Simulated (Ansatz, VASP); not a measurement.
# One calculation of GaN, two programs

```
Ga N
1.0
     0.00000    2.06634    2.06634
     2.06634    0.00000    2.06634
     2.06634    2.06634    0.00000
Ga N
1 1
Direct
  0.00000 0.00000 0.00000
  0.50000 0.50000 0.50000
```

Change from the starting cell: hydrostatic strain -2.0%.

Alike in both runs: task single point; functional r2SCAN; k mesh 10 × 10 × 10; no spin polarisation.

|  | VASP | Ansatz |
| --- | --- | --- |
| version | VASP 6.6.1 | Ansatz 0.2.0 |
| potentials or method | VASP PAW PBE potentials, release 64 (Ga_d, N) | plane waves, PAW |
| plane-wave cutoff (eV) | 520 | 500 |
| occupations | gaussian, width 0.01 eV | fixed |
| valence electrons in the cell | 18 | 18 |

Ansatz gave:

| Item | Value |
| --- | --- |
| gap on the k mesh at the Fermi level (eV) | 1.62 |
| pressure (GPa) | 16.9 |

Which values does VASP return?

gap on the k mesh at the Fermi level (eV): 1.60; pressure (GPa): 18.5.

VASP's potentials were made for PBE, not for r2SCAN.
